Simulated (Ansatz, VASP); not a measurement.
**Two plane-wave programs on Re**

The input INCAR:

```
SYSTEM = Re
PREC = Accurate ; ENCUT = 520
EDIFF = 1E-6 ; ISMEAR = 0
SIGMA = 0.15 ; LREAL = .FALSE.
LASPH = .TRUE. ; NELM = 60
ALGO = Normal ; ISIF = 2
LWAVE = .FALSE. ; LCHARG = .TRUE.
GGA = PS ; LELF = .TRUE.
LVHAR = .TRUE. ; NBANDS = 14
```

KPOINTS

```
Automatic mesh
0
G
  21 21 12
  0 0 0
```

Contents of POSCAR:

```
Re
1.0
    2.9192748896      0.0000000000      0.0000000000
   -1.4596374448      2.5281662150      0.0000000000
    0.0000000000      0.0000000000      4.0142168672
Re
2
Direct
    0.3333333333      0.6666666667      0.2500000000
    0.6666666667      0.3333333333      0.7500000000
```

Input for Ansatz:

```yaml
crystal:
  lattice:
    - [2.9192748896, 0.0, 0.0]
    - [-1.4596374448, 2.528166215, 0.0]
    - [0.0, 0.0, 4.0142168672]
  atoms:
    - { symbol: Re, position: [0.3333333333, 0.6666666667, 0.25] }
    - { symbol: Re, position: [0.6666666667, 0.3333333333, 0.75] }
basis:
  ecutwfc: 420
kpoints:
  mp_grid: { grid: [21, 21, 12] }
hamiltonian:
  xc: pbesol
scf:
  occupations: { method: gaussian, width: 0.15 }
output:
  forces: true
  stress: true
  eigenvalues: true
```

Alike in both runs: task single point; functional PBEsol; k mesh 21 × 21 × 12; occupations gaussian, width 0.15 eV; no spin polarisation.

```csv
,VASP,Ansatz
version,VASP 6.6.1,Ansatz 0.2.0
potentials or method,"VASP PAW PBE potentials, release 64 (Re), cutoff 520 eV","scalar-relativistic, plane waves, PAW"
valence electrons in the cell,14,30
```

```tsv
	VASP	Ansatz	Ansatz less VASP
gap on the k mesh at the Fermi level (eV)	none	none	-
pressure (GPa)	1.7	1.7	+0.04
traceless stress, the component that is largest in VASP (GPa)	32.64	32.96	+0.319
```

VASP's potentials were made for PBE, not for PBEsol. A gap of «none» marks a metal or a gap that the smearing closes. VASP's potentials hold 14 valence electrons a cell and Ansatz's 30, so a difference there can come from the potentials and not from the codes.

Neither program's run includes spin-orbit coupling.
